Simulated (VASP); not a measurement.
Runs of VASP 6.6.1 on CdF2. The structure is that of space group I4/mmm (No. 139), or close to it. The cells are those of the table. 

| cell | gap on the mesh (eV) | pressure (GPa) |
| --- | --- | --- |
| a = 3.680, b = 3.680, c = 3.753 Å, angles 59.3, 59.3, 61.3°, 3 atoms | 3.17 | 10.6 |
| a = 3.550, b = 3.550, c = 3.689 Å, angles 58.7, 58.7, 62.6°, 3 atoms | 3.38 | 28.3 |
| a = 3.646, b = 3.646, c = 3.497 Å, angles 61.3, 61.3, 57.3°, 3 atoms | 3.42 | (a) |
| a = 3.660, b = 3.660, c = 3.803 Å, angles 58.7, 58.7, 62.6°, 3 atoms | (b) | 10.6 |
| a = 3.712, b = 3.712, c = 3.857 Å, angles 58.7, 58.7, 62.6°, 3 atoms | (c) | 4.4 |

Alike in all rows: task single point; level PBEsol; potentials or basis VASP PAW PBE potentials, release 64 (Cd_sv_GW, F); no spin polarisation; k mesh 8 × 8 × 8; cutoff (eV) 700; smearing gaussian 0.05 eV.

Q: Fill in the values left out.

A: (a) 28.2; (b) 3.03; (c) 2.87.

Caveats: the PAW data sets were made with another functional, which shifts forces and pressure a little; the cell stands under pressure (at least some runs); the stress differs along the axes, from 25 to 35 GPa (at least some runs); the stress differs along the axes, from 22 to 31 GPa (at least some runs); the stress differs along the axes, from 7 to 17 GPa (at least some runs); the stress differs along the axes, from 1 to 11 GPa (at least some runs).

A k mesh can miss the band edges, and the runs leave out spin-orbit coupling on Cd.
